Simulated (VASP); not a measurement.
# Ag (Fm-3m) in VASP: a series of runs, part 2 of 2

VASP 6.6.1. The steps go on from the part before.

**4. Relaxation of cell and atoms, PBEsol**

INCAR reads:

```
ALGO = Fast
EDIFF = 1E-6
EDIFFG = -0.001
ENCUT = 600
GGA = PS
IBRION = 2
ISIF = 3
ISMEAR = -1
LASPH = True
LCHARG = False
LREAL = False
LWAVE = False
NELM = 60
NSW = 80
PREC = Accurate
SIGMA = 0.15
```

KPOINTS reads:

```
k-points
0
Gamma
  20 20 20
```

POSCAR reads:

```
Ag
1.0
    0.0000000000      2.0272056337      2.0272056337
    2.0272056337      0.0000000000      2.0272056337
    2.0272056337      2.0272056337      0.0000000000
Ag
1
Direct
    0.0000000000      0.0000000000      0.0000000000
```

Potentials or basis: VASP PAW PBE potentials, release 64 (Ag).

The run is started by

```sh
> cat potpaw_PBE.64/Ag/POTCAR > POTCAR
> mpirun -np 1 vasp_std > vasp.out
```

OUTCAR:

```text
EDIFF = 1E-6
   EDIFFG = -0.001
   ENCUT = 600
   GGA = PS
   IBRION = 2
   ISIF = 3
   ISMEAR = -1
   LASPH = True
   LREAL = False
   NELM = 60
   NSW = 80
   PREC = Accurate

 ion  position               nearest neighbor table
   1  0.000  0.000  0.000-

  LATTYP: Found a face centered cubic cell.
 ALAT       =     4.0544112674

  Lattice vectors:

 A1 = (   0.0000000000,   2.0272056337,   2.0272056337)
 A2 = (   2.0272056337,   0.0000000000,   2.0272056337)
 A3 = (   2.0272056337,   2.0272056337,   0.0000000000)

Analysis of symmetry for initial positions (statically):
=====================================================================
 Subroutine PRICEL returns:
 Original cell was already a primitive cell.

 Routine SETGRP: Setting up the symmetry group for a
 face centered cubic supercell.

 Subroutine GETGRP returns: Found 48 space group operations
 (whereof 48 operations were pure point group operations)
 out of a pool of 48 trial point group operations.

The static configuration has the point symmetry O_h .

Analysis of symmetry for dynamics (positions and initial velocities):
=====================================================================
 Subroutine PRICEL returns:
 Original cell was already a primitive cell.

 Routine SETGRP: Setting up the symmetry group for a
 face centered cubic supercell.

 Subroutine GETGRP returns: Found 48 space group operations
 (whereof 48 operations were pure point group operations)
 out of a pool of 48 trial point group operations.

The dynamic configuration has the point symmetry O_h .

 Subroutine INISYM returns: Found 48 space group operations
 (whereof 48 operations are pure point group operations),
 and found     1 'primitive' translations

----------------------------------------------------------------------------------------

                                     Primitive cell

  volume of cell :      16.6619

  direct lattice vectors                    reciprocal lattice vectors
     0.000000000  2.027205634  2.027205634    -0.246644934  0.246644934  0.246644934
     2.027205634  0.000000000  2.027205634     0.246644934 -0.246644934  0.246644934
     2.027205634  2.027205634  0.000000000     0.246644934  0.246644934 -0.246644934

  length of vectors
     2.866901701  2.866901701  2.866901701     0.427201557  0.427201557  0.427201557

  position of ions in fractional coordinates (direct lattice)
     0.000000000  0.000000000  0.000000000

  ion indices of the primitive-cell ions
   primitive index   ion index
                 1           1

----------------------------------------------------------------------------------------

 KPOINTS: k-points

Automatic generation of k-mesh.
 Grid dimensions read from file:
 generate k-points for:   20   20   20

 Generating k-lattice:

  Cartesian coordinates                     Fractional coordinates (reciprocal lattice)
    -0.012332247  0.012332247  0.012332247     0.050000000  0.000000000  0.000000000
[... 39 lines left out ...]
 -0.350000  0.050000  0.000000     24.000000
 [... further k-points ...]
   k-points           NKPTS =    256   k-points in BZ     NKDIM =    256   number of bands    NBANDS=      9
   number of dos      NEDOS =    301   number of ions     NIONS =      1
   total plane-waves  NPLWV =  13824
   dimension x,y,z NGX =    24 NGY =   24 NGZ =   24
   dimension x,y,z NGXF=    48 NGYF=   48 NGZF=   48
   ions per type =               1
   NGX,Y,Z   is equivalent  to a cutoff of  13.92, 13.92, 13.92 a.u.
   NGXF,Y,Z  is equivalent  to a cutoff of  27.83, 27.83, 27.83 a.u.
 SYSTEM =  unknown system
   PREC   = accura    normal or accurate (medium, high low for compatibility)
   ISTART =      0    job   : 0-new  1-cont  2-samecut
   ICHARG =      2    charge: 1-file 2-atom 10-const
   ISPIN  =      1    spin polarized calculation?
   LNONCOLLINEAR =      F non collinear calculations
   LSORBIT =      F    spin-orbit coupling
   LASPH  =      T    aspherical Exc in radial PAW
   ENCUT  =  600.0 eV  44.10 Ry    6.64 a.u.   5.73  5.73  5.73*2*pi/ulx,y,z
   NELM   =     60;   NELMIN=  2; NELMDL= -5     # of ELM steps
   EDIFF  = 0.1E-05   stopping-criterion for ELM
   LREAL  =      F    real-space projection
   EDIFFG = -.1E-02   stopping-criterion for IOM
   NSW    =     80    number of steps for IOM
   IBRION =      2    ionic relax: 0-MD 1-quasi-New 2-CG
   NFREE  =      1    steps in history (QN), initial steepest desc. (CG)
   ISIF   =      3    stress and relaxation
   ISYM   =      2    0-nonsym 1-usesym 2-fastsym
   POTIM  = 0.5000    time-step for ionic-motion
   TEBEG  =    0.0;   TEEND  =   0.0 temperature during run
   PSTRESS=    0.0 pullay stress
   NELECT =      11.0000    total number of electrons
   NUPDOWN=      -1.0000    fix difference up-down
   EMIN   =  10.00;   EMAX   =-10.00  energy-range for DOS
   EFERMI =   0.00;   METHOD = LEGACY
   ISMEAR =    -1;   SIGMA  =   0.15  broadening in eV -4-tet -1-fermi 0-gaus
   EFERMI_NEDOS =   21; number of points for ismear=-14 and -15
   IALGO  =     68    algorithm
   IMIX   =      4    mixing-type and parameters
     AMIX     =   0.40;   BMIX     =  1.00
     AMIX_MAG =   1.60;   BMIX_MAG =  1.00
  volume/ion in A,a.u.               =      16.66       112.44
  Fermi-wavevector in a.u.,A,eV,Ry     =   1.425491  2.693788 27.647387  2.032026
  Thomas-Fermi vector in A             =   2.545870
   LORBIT       =      0    0 simple, 1 ext, 2 COOP (PROOUT), +10 PAW based schemes
   GGA     = PS    functional components
   LHFCALC =     F    Hartree Fock is set to
   AEXX    =    0.0000 exact exchange contribution
   IVDW    =     0    specifies the selected vdW correction
   LEPSILON=     F    determine dielectric tensor
   LRPA    =     F    only Hartree local field effects (RPA)
 conjugate gradient relaxation of ions
 non-spin polarized calculation
 RMM-DIIS sequential band-by-band and
  energy-cutoff  :      600.00
  volume of cell :       16.66
 maximum number of plane-waves:       568
   NGX = 11   NGY = 11   NGZ = 11

--------------------------------------- Ionic step        1  -------------------------------------------

 number of electron      11.0000001 magnetization

 Free energy of the ion-electron system (eV)
  ---------------------------------------------------
  ext. energy  EPLUGINS =         0.00000000
  ---------------------------------------------------
  free energy    TOTEN  =        -3.31991272 eV

  energy without entropy =       -3.30203297  energy(sigma->0) =       -3.31097285

------------------------ aborting loop because EDIFF is reached ----------------------------------------

  FORCE on cell =-STRESS in cart. coord.  units (eV):
  Direction    XX          YY          ZZ          XY          YZ          ZX
  --------------------------------------------------------------------------------------
  -------------------------------------------------------------------------------------
  Total       -0.0103800     -0.0103800     -0.0103800      0.0000000     -0.0000000     -0.0000000
  in kB       -0.9981229     -0.9981229     -0.9981229      0.0000000     -0.0000000     -0.0000000
  external PRESSURE =      -0.9981229 kB  Pullay stress =       0.0000000 kB
[... 127 lines left out ...]
--------------------------------------- Ionic step        5  -------------------------------------------

 number of electron      11.0000001 magnetization

 Free energy of the ion-electron system (eV)
  ---------------------------------------------------
  ext. energy  EPLUGINS =         0.00000000
  ---------------------------------------------------
  free energy    TOTEN  =        -3.31993780 eV

  energy without entropy =       -3.30207824  energy(sigma->0) =       -3.31100802

 E-fermi :   8.5895     XC(G=0): -12.5631

 val. band max:        8.5388984711   @ k =   0.5000   0.3500   0.1500
 cond. band min:       8.6309471185   @ k =   0.5000   0.1000   0.0000
 fundamental gap:      0.0920486474
 Fermi energy:         8.5895068378

 k-point     1 :       0.0000    0.0000    0.0000
  band No.  band energies     occupation
      1       0.5677      2.00000
      2       3.7214      2.00000
      3       3.7214      2.00000
      4       3.7214      2.00000
      5       4.8158      2.00000
      6       4.8158      2.00000
      7      24.6239      0.00000
      8      28.3460      0.00000
      9      28.3460      0.00000
[... 265 lines left out ...]
 k-point    24 :      -0.3500    0.0500    0.0000
  band No.  band energies     occupation
      1       2.1732      2.00000
      2       3.7782      2.00000
      3       3.8215      2.00000
      4       5.1066      2.00000
      5       5.2792      2.00000
      6       6.2210      2.00000
      7      15.5232      0.00000
      8      24.2233      0.00000
      9      26.3654      0.00000

 [... further k-points ...]
[... 5 lines left out ...]
  --------------------------------------------------------------------------------------
  -------------------------------------------------------------------------------------
  Total        0.0007142      0.0007142      0.0007142      0.0000000      0.0000000      0.0000000
  in kB        0.0688186      0.0688186      0.0688186      0.0000000      0.0000000      0.0000000
  external PRESSURE =       0.0688186 kB  Pullay stress =       0.0000000 kB
[... 16 lines left out ...]
  FREE ENERGIE OF THE ION-ELECTRON SYSTEM (eV)
  ---------------------------------------------------
  free  energy   TOTEN  =        -3.3199378039 eV

  energy  without entropy=       -3.3020782377  energy(sigma->0) =       -3.31100802

 reached required accuracy - stopping structural energy minimisation
```

Run time: 63 s. Hardware: 1 thread of Intel Xeon Platinum 8559C (Emerald Rapids), shared host; peak memory 0.18 GiB.

What came out:

```yaml
Free_energy: -3.3199 eV
Relaxed_volume: 16.63 Å³/atom
Relaxed_cell: a = 2.865 Å, b = 2.865 Å, c = 2.865 Å, α = 60.00°, β = 60.00°, γ = 60.00°
Space_group_after_relaxing_to_0.05_Å: Fm-3m (No. 225)
Energy_gained_by_relaxing: 0.0 meV/atom
Ionic_steps: 5
Pressure_after_relaxing: 0.0 GPa
```

Final structure:
```xyz
1
Lattice="0.0000 2.0258 2.0258 2.0258 0.0000 2.0258 2.0258 2.0258 0.0000" Properties=species:S:1:pos:R:3 pbc="T T T"
Ag    0.0000    0.0000    0.0000
```

Caveat: the PAW data sets were made with another functional, which shifts forces and pressure a little.

**5. Summary**

```tsv
task	cell	k mesh	cutoff (eV)	smearing	gap on the mesh (eV)	pressure (GPa)	relaxed volume (Å³/atom)
single point	a = 2.867 Å, angles 60.0°, 1 atom	20 × 20 × 20	520	fermi-dirac 0.15 eV	none	-0.2	-
relaxation of cell and atoms	relaxed from a = 2.889 Å, angles 60.0°, 1 atom	18 × 18 × 18	600	gaussian 0.1 eV	none	0.0	16.63
relaxation of cell and atoms	relaxed from a = 2.867 Å, angles 60.0°, 1 atom	20 × 20 × 20	600	fermi-dirac 0.15 eV	none	0.0	16.63
```

Alike in all rows: level PBEsol; potentials or basis VASP PAW PBE potentials, release 64 (Ag); no spin polarisation.

Caveats: the PAW data sets were made with another functional, which shifts forces and pressure a little.

Total energies depend on the potentials used, so only differences within one code and one set of settings carry meaning.
